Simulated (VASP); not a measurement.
Here is a VASP 6.6.1 calculation.

Contents of INCAR:

```
ALGO     = Normal         # electronic algorithm
EDIFF    = 1E-6           # SCF threshold, eV
ENCUT    = 520            # plane-wave cutoff, eV
GGA      = CA             # functional
ISIF     = 2              # what is computed and relaxed
ISMEAR   = -1             # smearing method
LASPH    = T              # aspherical terms in the spheres
LCHARG   = F              # write CHGCAR
LREAL    = F              # projectors in reciprocal space
LWAVE    = F              # write WAVECAR
NBANDS   = 15             # bands
NELM     = 80             # most SCF steps
PREC     = Accurate       # precision mode
SIGMA    = 0.05           # smearing width, eV
```

KPOINTS

```
k-points
0
Gamma
  20 20 12
```

File POSCAR:

```
Os
1.0
    2.7143930942      0.0000000000      0.0000000000
   -1.3571965471      2.3507333755      0.0000000000
    0.0000000000      0.0000000000      4.2839957998
Os
2
Direct
    0.3333333333      0.6666666667      0.2500000000
    0.6666666667      0.3333333333      0.7500000000
```

Potentials or basis: VASP PAW LDA potentials, release 64 (Os).

Command:

```sh
$ cat potpaw_LDA.64/Os/POTCAR > POTCAR
$ mpirun -np 1 vasp_std > vasp.out
```

Q: What does it give for the pressure?

A: 2.0 GPa.

Q: Predict the band gap on the k mesh.

A: Zero (bands 8 and 9 overlap by 4.10 eV).

Stress tensor (GPa, compression positive):
```
2.04 0.00 0.00
0.00 2.04 0.00
0.00 0.00 1.91
```

Caveat: spin-orbit coupling is left out, which moves the levels of the heavy elements.
